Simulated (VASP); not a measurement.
**Si16O (a cell with a defect): single point with PBE+D3(BJ)**

Si16O (a cell with a defect):

```
CELL_PARAMETERS angstrom
0.00000 5.43000 5.43000
5.43000 0.00000 5.43000
5.43000 5.43000 0.00000
ATOMIC_POSITIONS crystal
Si 0.01693 0.99694 0.00136
Si 0.13793 0.12618 0.12665
Si 0.00157 0.99787 0.50010
Si 0.12012 0.12355 0.62542
Si 0.99820 0.50030 0.00174
Si 0.12834 0.62269 0.12369
Si 0.98869 0.49721 0.49775
Si 0.10970 0.62190 0.62761
Si 0.51097 0.00399 0.04028
Si 0.64332 0.13003 0.15349
Si 0.48566 0.95750 0.50967
Si 0.63677 0.11611 0.66921
Si 0.50330 0.50142 0.99562
Si 0.62340 0.62923 0.12349
Si 0.48343 0.47273 0.49484
Si 0.61549 0.58658 0.62042
O 0.55597 0.93834 0.69309
```

```yaml
Program: VASP 6.6.1
Task: single point
Functional: PBE
Dispersion: D3(BJ)
Potentials_or_basis: VASP PAW PBE potentials, release 64 (Si, O)
Cutoff: 520 eV
k_mesh: 2 × 2 × 2
Occupations: fermi-dirac, width 0.05 eV
Spin: collinear spin, ferromagnetic start
Starting_moments: "[0.0, 0.0, 0.0, 0.0, 0.0, 0.0, 0.0, 0.0, 0.0, 0.0, 0.0, 0.0, 0.0, 0.0, 0.0, 0.0, 1.0] μB"
Dipole_correction: no
Further_INCAR_settings: LREAL = Auto; ALGO = Normal; EDIFF = 1e-06; NBANDS = 53
```

The pressure is 1.7 GPa. The largest force is 0.068 eV/Å and the band gap on the k mesh is 0.49 eV. The net moment is 0.00 μB per cell. The valence electrons inside the program's atomic spheres are Si 1.69, 1.72, 1.70, 1.71, 1.68; O 5.17 and the dispersion energy per atom is -0.307 eV.

Forces on the atoms (eV/Å):
```
Si  -0.002 -0.005 -0.002
Si   0.007  0.002 -0.010
Si   0.011  0.007  0.011
Si   0.002  0.000  0.007
Si  -0.001  0.006  0.005
Si   0.001  0.003  0.007
Si   0.000  0.003 -0.008
Si   0.001 -0.014 -0.009
Si   0.006 -0.008  0.004
Si   0.000  0.009 -0.001
Si  -0.056 -0.036 -0.013
Si   0.032  0.015  0.050
Si   0.002 -0.003 -0.003
Si  -0.001 -0.001 -0.006
Si   0.015  0.012 -0.003
Si  -0.003 -0.001  0.006
O   -0.011  0.010 -0.036
```

Stress tensor (GPa, compression positive):
```
1.93 1.12 1.19
1.12 1.62 1.49
1.19 1.49 1.60
```

Levels at points of the mesh, in eV from the valence-band top:
Spin up:
```
           k point  band 32  band 33  band 34  band 35  band 36  band 37  band 38  band 39
(0.00, 0.00, 0.00)    -0.92    -0.32    -0.06     0.00     0.49     0.79     0.82     0.99
(0.50, 0.00, 0.00)    -1.22    -0.76    -0.63    -0.56     1.21     1.48     1.61     1.67
(0.00, 0.50, 0.00)    -1.22    -0.79    -0.61    -0.55     1.32     1.43     1.59     1.71
(0.00, 0.00, 0.50)    -1.21    -0.80    -0.62    -0.54     1.32     1.43     1.59     1.71
(0.50, 0.50, 0.50)    -0.75    -0.67    -0.66    -0.06     1.16     1.45     1.54     1.57
(0.50, 0.50, 0.00)    -1.43    -1.26    -1.18    -0.46     1.26     1.47     2.33     2.40
(0.00, 0.50, 0.50)    -1.36    -1.33    -1.02    -0.94     1.42     1.48     2.31     2.41
(0.50, 0.00, 0.50)    -1.43    -1.26    -1.18    -0.54     1.29     1.47     2.33     2.41
```
Spin down:
```tsv
k point	band 33	band 34	band 35	band 36	band 37	band 38
(0.00, 0.00, 0.00)	-0.32	-0.06	0.00	0.49	0.79	0.82
(0.50, 0.00, 0.00)	-0.76	-0.63	-0.56	1.21	1.48	1.61
(0.00, 0.50, 0.00)	-0.79	-0.61	-0.55	1.32	1.43	1.59
(0.00, 0.00, 0.50)	-0.80	-0.62	-0.54	1.32	1.43	1.59
(0.50, 0.50, 0.50)	-0.67	-0.66	-0.06	1.16	1.45	1.54
(0.50, 0.50, 0.00)	-1.26	-1.18	-0.46	1.26	1.47	2.33
(0.00, 0.50, 0.50)	-1.33	-1.02	-0.94	1.42	1.48	2.31
(0.50, 0.00, 0.50)	-1.26	-1.18	-0.54	1.29	1.47	2.33
```

Wall time 4.5 min on 1 thread of Intel(R) Xeon(R) 6975P-C (Granite Rapids), on a shared host, peak memory 0.7 GiB.

Caveat: the k points lie up to 0.50 Å⁻¹ apart.
